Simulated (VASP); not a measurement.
# Sb in VASP: a series of runs, part 2 of 2

VASP 6.6.1. The steps go on from the part before.

## (3) Single point, PBE+D3(BJ) (layers slid over each other, then relaxed in part)

Input file INCAR:

```
SYSTEM = Sb
PREC = Accurate
ENCUT = 400
EDIFF = 1E-6
ISMEAR = 0
SIGMA = 0.05
LREAL = .FALSE.
LASPH = .TRUE.
NELM = 120
ALGO = Normal
ISIF = 2
LWAVE = .FALSE.
LCHARG = .FALSE.
LDIPOL = .TRUE.
IDIPOL = 3
DIPOL = 0.5 0.5 0.372
GGA = PE
IVDW = 12
NBANDS = 38
GGA_COMPAT = .FALSE.
NELMDL = -8
```

Input file KPOINTS:

```
Automatic mesh
0
G
  9 9 1
  0 0 0
```

Input file POSCAR:

```
Sb
1.0
    4.0686848921      0.0000000000      0.0000000000
   -2.0343424461      3.5235844766      0.0000000000
    0.0000000000      0.0000000000     20.8000277116
Sb
4
Direct
    0.3333333334      0.6666666667      0.2957497984
    0.6666666667      0.3333333333      0.2163458656
    0.8888888889      0.7777777778      0.5277961288
    0.5555555556      1.1111111111      0.4485254365
```

Potentials or basis: VASP PAW PBE potentials, release 64 (Sb_d_GW).

Command:

```console
$ cat potpaw_PBE.64/Sb_d_GW/POTCAR > POTCAR
$ mpirun -np 1 vasp_std > vasp.out
```

OUTCAR:

```text
SYSTEM = Sb
   PREC = Accurate
   ENCUT = 400
   EDIFF = 1E-6
   ISMEAR = 0
   LREAL = .FALSE.
   LASPH = .TRUE.
   NELM = 120
   ISIF = 2
   GGA = PE
   IVDW = 12
   NELMDL = -8
 IVDW          = 12

 ion  position               nearest neighbor table
   1  0.333  0.667  0.296-   2 2.87   2 2.87   2 2.87
   2  0.667  0.333  0.216-   1 2.87   1 2.87   1 2.87
   3  0.889  0.778  0.528-   4 2.87   4 2.87   4 2.87
   4  0.556  0.111  0.449-   3 2.87   3 2.87   3 2.87

  LATTYP: Found a hexagonal cell.
 ALAT       =     4.0686848921
 C/A-ratio  =     5.1122237930

  Lattice vectors:

 A1 = (   4.0686848921,   0.0000000000,   0.0000000000)
 A2 = (  -2.0343424461,   3.5235844766,   0.0000000000)
 A3 = (   0.0000000000,   0.0000000000,  20.8000277116)

Analysis of symmetry for initial positions (statically):
=====================================================================
 Subroutine PRICEL returns:
 Original cell was already a primitive cell.

 Routine SETGRP: Setting up the symmetry group for a
 hexagonal supercell.

 Subroutine GETGRP returns: Found  2 space group operations
 (whereof  2 operations were pure point group operations)
 out of a pool of 24 trial point group operations.

The static configuration has the point symmetry C_1h.

Analysis of symmetry for dynamics (positions and initial velocities):
=====================================================================
 Subroutine PRICEL returns:
 Original cell was already a primitive cell.

 Routine SETGRP: Setting up the symmetry group for a
 hexagonal supercell.

 Subroutine GETGRP returns: Found  2 space group operations
 (whereof  2 operations were pure point group operations)
 out of a pool of 24 trial point group operations.

The dynamic configuration has the point symmetry C_1h.

 Subroutine INISYM returns: Found  2 space group operations
 (whereof  2 operations are pure point group operations),
 and found     1 'primitive' translations

[... 122 lines left out ...]
   GGA     = PE    functional components
   LHFCALC =     F    Hartree Fock is set to
   AEXX    =    0.0000 exact exchange contribution
   IVDW    =    12    specifies the selected vdW correction
   LEPSILON=     F    determine dielectric tensor
   LRPA    =     F    only Hartree local field effects (RPA)
 non-spin polarized calculation
 Gauss-broadening in eV      SIGMA  =   0.05
  energy-cutoff  :      400.00
  volume of cell :      298.20
 maximum number of plane-waves:      5503
   NGX = 13   NGY = 13   NGZ = 67

 dipolmoment           0.000000      0.000000     -0.000000 electrons x Angstroem

 number of electron      60.0000008 magnetization

 dipolmoment           0.000000      0.000000      0.005076 electrons x Angstroem

 Free energy of the ion-electron system (eV)
  ---------------------------------------------------
  ext. energy  EPLUGINS =         0.00000000
  ---------------------------------------------------
  free energy    TOTEN  =       -16.25320872 eV

  energy without entropy =      -16.25320872  energy(sigma->0) =      -16.25320872

 E-fermi :  -0.3241     XC(G=0):  -4.8096

 val. band max:       -0.5437926497   @ k =   0.1111  -0.0000   0.0000
 cond. band min:      -0.0667829257   @ k =   0.3333  -0.0000   0.0000
 fundamental gap:      0.4770097240
 Fermi energy:        -0.3241480751

 k-point     1 :       0.0000    0.0000    0.0000
  band No.  band energies     occupation
      1     -29.5859      2.00000
      2     -29.5838      2.00000
      3     -29.5318      2.00000
      4     -29.5317      2.00000
      5     -29.5095      2.00000
      6     -29.5037      2.00000
[... 973 lines left out ...]
     37       5.1080      0.00000
     38       5.1666      0.00000

 [... further k-points ...]

------------------------ aborting loop because EDIFF is reached ----------------------------------------

 vacuum level on the upper side and lower side of the slab       (xc-potential included)        -0.120        -0.183

 Edisp (eV)   -1.26452

 E8    (eV) :    -0.6084

  FORCE on cell =-STRESS in cart. coord.  units (eV):
  Direction    XX          YY          ZZ          XY          YZ          ZX
  --------------------------------------------------------------------------------------
  -------------------------------------------------------------------------------------
  Total      -0.07771     0.45479    -0.25324    -0.00000     0.85614    -0.00000
  in kB      -0.41755     2.44352    -1.36065    -0.00000     4.59995    -0.00000
  external pressure =        0.22 kB  Pullay stress =        0.00 kB

 VOLUME and BASIS-vectors are now :
 -----------------------------------------------------------------------------
  energy-cutoff  :      400.00
  volume of cell :      298.20
      direct lattice vectors                 reciprocal lattice vectors
     4.068684892  0.000000000  0.000000000     0.245779663  0.141900954  0.000000000
    -2.034342446  3.523584477  0.000000000     0.000000000  0.283801909  0.000000000
     0.000000000  0.000000000 20.800027712     0.000000000  0.000000000  0.048076859

 POSITION                                       TOTAL-FORCE (eV/Angst)
 -----------------------------------------------------------------------------------
      0.00000      2.34906      6.15160         0.000000     -0.140728     -0.001262
      2.03434      1.17453      4.50000         0.000000     -0.059775     -0.003331
      2.03434      2.74057     10.97817        -0.000000      0.074029      0.003385
      2.03434      0.39151      9.32934        -0.000000      0.126474      0.001208
 -----------------------------------------------------------------------------------
    total drift:                                0.000000     -0.001654     -0.007397

  FREE ENERGIE OF THE ION-ELECTRON SYSTEM (eV)
  ---------------------------------------------------
  free  energy   TOTEN  =       -17.5177277120 eV

  energy  without entropy=      -17.5177277119  energy(sigma->0) =      -17.51772771

 vacuum level on the upper side and lower side of the slab         3.722         3.657
```

OSZICAR:

```text
N       E                     dE             d eps       ncg     rms          rms(c)
DAV:   1     0.729589859422E+03    0.72959E+03   -0.19099E+04  2646   0.116E+04
DAV:   2     0.293025217636E+03   -0.43656E+03   -0.41975E+03  2816   0.222E+03
DAV:   3     0.638623472604E+02   -0.22916E+03   -0.22586E+03  3238   0.473E+02
[... 16 lines left out ...]
DAV:  20    -0.162531931748E+02   -0.25540E-04   -0.78129E-07  1718   0.613E-02    0.663E-04
DAV:  21    -0.162532024745E+02   -0.92997E-05   -0.45670E-07  1648   0.428E-02    0.372E-04
DAV:  22    -0.162532067441E+02   -0.42696E-05   -0.34682E-07  1460   0.418E-02    0.383E-04
DAV:  23    -0.162532083747E+02   -0.16307E-05   -0.56091E-07  1494   0.297E-02    0.286E-04
DAV:  24    -0.162532087225E+02   -0.34781E-06   -0.40115E-07  1400   0.321E-02
   1 F= -.17517728E+02 E0= -.17517728E+02  d E =-.606169E-11
```

Run time: 6.3 min. Hardware: 1 thread of AMD EPYC 7R13 (Zen 3), shared host; peak memory 0.39 GiB.

Results:

| Property | Result |
| --- | --- |
| Free energy | -17.5177 eV |
| Largest force | 0.141 eV/Å |
| Dispersion energy per atom | -0.316 eV |

Forces on the atoms (eV/Å):
```
Sb   0.000 -0.141 -0.001
Sb   0.000 -0.060 -0.003
Sb   0.000  0.074  0.003
Sb   0.000  0.126  0.001
```

Caveat: the cell differs from its parent crystal (layers slid over each other, then relaxed in part); spin-orbit coupling is left out, which moves the levels of the heavy elements.

## (4) Single point, PBE+D3(BJ) (layers slid over each other, then relaxed in part)

Input file INCAR:

```
SYSTEM = Sb
ALGO     = Normal         ! electronic algorithm
DIPOL    = 0.5 0.5 0.388
EDIFF    = 1E-6           ! SCF threshold, eV
ENCUT    = 400            ! plane-wave cutoff, eV
GGA      = PE             ! functional
GGA_COMPAT= .FALSE.      
IDIPOL   = 3            
ISIF     = 2              ! what is computed and relaxed
ISMEAR   = 0              ! smearing method
IVDW     = 12             ! dispersion correction
LASPH    = .TRUE.         ! aspherical terms in the spheres
LCHARG   = .FALSE.        ! write CHGCAR
LDIPOL   = .TRUE.       
LREAL    = .FALSE.        ! projectors in reciprocal space
LWAVE    = .FALSE.        ! write WAVECAR
NBANDS   = 38             ! bands
NELM     = 120            ! most SCF steps
NELMDL   = -8           
PREC     = Accurate       ! precision mode
SIGMA    = 0.05           ! smearing width, eV
```

Input file KPOINTS:

```
k-points
0
G
  9 9 1
  0 0 0
```

Input file POSCAR:

```
Sb
1.0
    4.0686848921      0.0000000000      0.0000000000
   -2.0343424461      3.5235844766      0.0000000000
    0.0000000000      0.0000000000     20.8000277116
Sb
4
Direct
    0.3333333334      0.6666666667      0.2957292462
    0.6666666667      0.3333333333      0.2163458656
    0.7777777778      0.5555555556      0.5602039448
    0.4444444444      0.8888888889      0.4808268872
```

Command:

```console
$ cat potpaw_PBE.64/Sb_d_GW/POTCAR > POTCAR
$ mpirun -np 1 vasp_std > vasp.out
```

Run time: 8.1 min. Hardware: 1 thread of Intel Xeon Platinum 8375C at 2.90GHz (Ice Lake), shared host; peak memory 0.41 GiB.

Results (log left out):

| Property | Result |
| --- | --- |
| Free energy | -17.4222 eV |
| Largest force | 0.043 eV/Å |
| Band gap on the k mesh | 0.86 eV (least direct gap 1.40 eV) |
| Dispersion energy per atom | -0.290 eV |

Forces on the atoms (eV/Å):
```
Sb   0.000 -0.042 -0.004
Sb   0.000 -0.019  0.005
Sb   0.000  0.021 -0.005
Sb   0.000  0.040  0.005
```

Levels at points of the mesh, in eV from the valence-band top:
| k point | band 26 | band 27 | band 28 | band 29 | band 30 | band 31 | band 32 | band 33 | band 34 | band 35 |
| --- | --- | --- | --- | --- | --- | --- | --- | --- | --- | --- |
| (0.00, 0.00, 0.00) | -0.21 | -0.06 | -0.03 | -0.01 | 0.00 | 1.51 | 2.01 | 2.69 | 2.72 | 2.78 |

Caveat: the cell differs from its parent crystal (layers slid over each other, then relaxed in part); spin-orbit coupling is left out, which moves the levels of the heavy elements.

## (5) Overview

```csv
cell,largest force (eV/Å)
"as given, atomic positions A",0.06
"as given, atomic positions B",0.14
"as given, atomic positions C",0.04
```

Alike in all rows: task single point; level PBE+D3(BJ); potentials or basis VASP PAW PBE potentials, release 64 (Sb_d_GW); no spin polarisation; k mesh 9 × 9 × 1; cutoff (eV) 400; smearing gaussian 0.05 eV.

Caveats: spin-orbit coupling is left out, which moves the levels of the heavy elements.

Total energies depend on the potentials used, so only differences within one code and one set of settings carry meaning.
